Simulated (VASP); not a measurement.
**Ag: single point with PBE**

The system is Ag.

```
Ag
1.0
     3.02263    0.00000    0.00000
    -1.51132    2.61768    0.00000
     0.00000    0.00000    4.68711
Ag
2
Direct
  0.33333 0.66667 0.25000
  0.66667 0.33333 0.75000
```

This cell differs from its parent crystal: biaxial strain in the a-b plane: +3.0 %, then relaxed in part.

```yaml
Program: VASP 6.6.1
Task: single point
Functional: PBE
Potentials_or_basis: VASP PAW PBE potentials, release 64 (Ag)
Cutoff: 520 eV
k_mesh: 24 × 24 × 12
Occupations: gaussian, width 0.1 eV
Spin: no spin polarisation
Dipole_correction: no
Further_INCAR_settings: ALGO = Fast; EDIFF = 1e-06; NBANDS = 18
```

```json
{
  "Pressure": "-2.7 GPa",
  "Band gap on the k mesh": "zero (band 11 reaches 10.98 eV, above the bottom of band 12 at 4.00 eV)"
}
```

Stress tensor (GPa, compression positive):
```
-3.99  0.00  0.00
 0.00 -3.99  0.00
 0.00  0.00 -0.04
```

Levels at points of the mesh, in eV from the Fermi level:
```tsv
k point	band 9	band 10	band 11	band 12	band 13	band 14
(0.00, 0.00, 0.00)	-4.15	-3.10	-3.10	0.15	3.78	14.96
(0.50, 0.00, 0.00)	-2.96	-2.87	-0.07	1.07	6.82	6.98
(0.00, 0.00, 0.50)	-3.37	-3.37	-3.37	-3.37	11.57	11.57
(0.50, 0.00, 0.50)	-3.01	-3.01	0.76	0.76	3.97	3.97
```

Wall time 2.2 min on 1 thread of Intel(R) Xeon(R) Platinum 8488C (Sapphire Rapids), with other jobs on the host, peak memory 0.34 GiB.

Caveat: the cell differs from its parent crystal (biaxial strain in the a-b plane: +3.0 %, then relaxed in part).
